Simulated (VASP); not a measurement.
Runs of VASP 6.6.1 on CdS (Greenockite). The structure is that of space group P6_3mc (No. 186), or close to it. The cells are those of the table. 

```csv
task,potentials or basis,cell,cutoff (eV),smearing,k mesh for the DOS,occupations for the DOS,second run,gap on the mesh (eV),pressure (GPa),largest force (eV/Å)
relaxation of shape and atoms at fixed volume,"VASP PAW PBE potentials, release 64 (Cd, S)","relaxed from a = 4.111, b = 4.111, c = 6.689 Å, angles 90.0, 90.0, 120.0°, 4 atoms",600,gaussian 0.02 eV,-,-,-,(a),4.1,0.01
relaxation of shape and atoms at fixed volume,"VASP PAW PBE potentials, release 64 (Cd, S)","relaxed from a = 4.021, b = 4.021, c = 6.544 Å, angles 90.0, 90.0, 120.0°, 4 atoms",600,gaussian 0.02 eV,-,-,-,1.41,9.6,-
electric field gradients,"VASP PAW PBE potentials, release 64 (Cd, S)","a = 4.197, b = 4.197, c = 6.829 Å, angles 90.0, 90.0, 120.0°, 4 atoms",400,gaussian 0.01 eV,-,-,-,1.11,(b),-
single point,"VASP PAW PBE potentials, release 64 (Cd_sv_GW, S)","a = 4.332, b = 4.332, c = 7.049 Å, angles 90.0, 90.0, 120.0°, 4 atoms",540,gaussian 0.02 eV,-,-,valence_matched,0.88,-5.0,-
single point,"VASP PAW PBE potentials, release 64 (Cd, S)","a = 4.238, b = 4.238, c = 6.896 Å, angles 90.0, 90.0, 120.0°, 4 atoms",520,gaussian 0.02 eV,-,-,-,1.04,-1.2,-
relaxation of shape and atoms at fixed volume,"VASP PAW PBE potentials, release 64 (Cd, S)","relaxed from a = 4.154, b = 4.154, c = 6.760 Å, angles 90.0, 90.0, 120.0°, 4 atoms",600,gaussian 0.02 eV,-,-,-,1.19,2.0,-
single point,"VASP PAW PBE potentials, release 64 (Cd, S)","a = 4.067, b = 4.067, c = 6.618 Å, angles 90.0, 90.0, 120.0°, 4 atoms",520,gaussian 0.02 eV,-,-,-,(c),6.7,0.01
```

Alike in all rows: level PBE; no spin polarisation; k mesh 9 × 9 × 4.

Estimate the missing entries.

(a) 1.26; (b) -0.1; (c) 1.34.

Caveats: the relaxation stopped at its first step, so nothing moved (some runs).

A k mesh can miss the band edges, and the runs leave out spin-orbit coupling on Cd.

The runs don't all hold the same shells in valence.
